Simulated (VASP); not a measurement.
Write the native input for VASP 6.6.1 that does the following.

```
Task                   : single point
Functional             : PBE
Potentials or basis    : VASP PAW PBE potentials, release 64 (Sn_d, Se)
Cutoff                 : 520 eV
k mesh                 : 7 × 7 × 5
Occupations            : fermi-dirac, width 0.01 eV
Spin                   : no spin polarisation
Dipole correction      : no
Further INCAR settings : ALGO = Normal; EDIFF = 1e-06; NBANDS = 17
```

The structure of SnSe lies in POSCAR:

```
SnSe
1.0
    3.6766617221      0.0000000000      0.0000000000
    0.0000000000      3.6766617221      0.0000000000
    0.0000000000      0.0000000000      3.7010928973
Sn Se
1 1
Direct
    0.0000000000      0.0000000000      0.0000000000
    0.5000000000      0.5000000000      0.5000000000
```

These files were run (other wordings do the same):

INCAR

```
SYSTEM = SnSe
PREC     = Accurate       ! precision mode
ENCUT    = 520            ! plane-wave cutoff, eV
EDIFF    = 1E-6           ! SCF threshold, eV
ISMEAR   = -1             ! smearing method
SIGMA    = 0.01           ! smearing width, eV
LREAL    = .FALSE.        ! projectors in reciprocal space
LASPH    = .TRUE.         ! aspherical terms in the spheres
NELM     = 100            ! most SCF steps
ALGO     = Normal         ! electronic algorithm
ISIF     = 2              ! what is computed and relaxed
LWAVE    = .FALSE.        ! write WAVECAR
LCHARG   = .FALSE.        ! write CHGCAR
GGA      = PE             ! functional
NBANDS   = 17             ! bands
```

KPOINTS

```
regular mesh
0
G
  7 7 5
  0 0 0
```

Potentials or basis: VASP PAW PBE potentials, release 64 (Sn_d, Se).

Launch:

```bash
$ cat potpaw_PBE.64/Sn_d/POTCAR potpaw_PBE.64/Se/POTCAR > POTCAR
$ mpirun -np 1 vasp_std > vasp.out
```

Results of the run:

| Quantity | Value |
| --- | --- |
| Pressure | 0.0 GPa |
| Band gap on the k mesh | zero (bands 10 and 11 overlap by 0.84 eV) |

Caveat: spin-orbit coupling is left out, which moves the levels of the heavy elements.

Run time: 19 s on 1 thread of Intel Xeon 8259CL, with other jobs on the host, peak memory 0.17 GiB.
